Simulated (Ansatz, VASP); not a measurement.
# Two plane-wave programs on Ti

The input INCAR:

```
PREC     = Accurate       # precision mode
ENCUT    = 520            # plane-wave cutoff, eV
EDIFF    = 1E-7           # SCF threshold, eV
ISMEAR   = -1             # smearing method
SIGMA    = 0.05           # smearing width, eV
LREAL    = False          # projectors in reciprocal space
LASPH    = True           # aspherical terms in the spheres
NELM     = 60             # most SCF steps
ALGO     = Normal         # electronic algorithm
ISIF     = 2              # what is computed and relaxed
LWAVE    = False          # write WAVECAR
LCHARG   = False          # write CHGCAR
GGA      = CA             # functional
NBANDS   = 12             # bands
```

File KPOINTS:

```
Automatic mesh
0
Gamma
  15 15 15
```

File POSCAR:

```
Ti
1.0
    1.9541512307      0.0000000000      0.0000000000
    0.0000000000      1.9541512307      0.0000000000
    0.0000000000      0.0000000000      1.9541512307
Ti
1
Direct
    0.0000000000      0.0000000000      0.0000000000
```

Input for Ansatz:

```yaml
crystal:
  lattice:
    - [1.9541512307, 0.0, 0.0]
    - [0.0, 1.9541512307, 0.0]
    - [0.0, 0.0, 1.9541512307]
  atoms:
    - { symbol: Ti, position: [0.0, 0.0, 0.0] }
kpoints:
  mp_grid: { grid: [15, 15, 15] }
scf:
  occupations: { method: fermi_dirac, width: 0.05 }
hamiltonian:
  xc: lda
  pseudopotentials: { kind: paw }
output:
  forces: true
  stress: true
  eigenvalues: true
  populations: true
  write_density: true
  write_potential: true
  elf: true
  volumetric_format: npy
```

Change from the starting cell: volume scaled by 0.45, PAW files.

Alike in both runs: task single point; functional LDA; k mesh 15 × 15 × 15; occupations fermi-dirac, width 0.05 eV; no spin polarisation.

|  | VASP | Ansatz |
| --- | --- | --- |
| version | VASP 6.6.1 | Ansatz 0.2.0 |
| potentials or method | VASP PAW LDA potentials, release 64 (Ti_sv) | PAW with Ansatz's default frozen-core files, scalar-relativistic |
| plane-wave cutoff (eV) | 520 | 420 |
| valence electrons in the cell | 12 | 12 |

|  | VASP | Ansatz | Ansatz less VASP |
| --- | --- | --- | --- |
| pressure (GPa) | 349.3 | 327.9 | -21.42 |

LDA's correlation is that of Perdew and Zunger in VASP and of Perdew and Wang (1992) in Ansatz. Both programs put the cell under a high pressure, so it lies far from rest at this level.

Noted on VASP's run: the cell as given lies far from equilibrium.
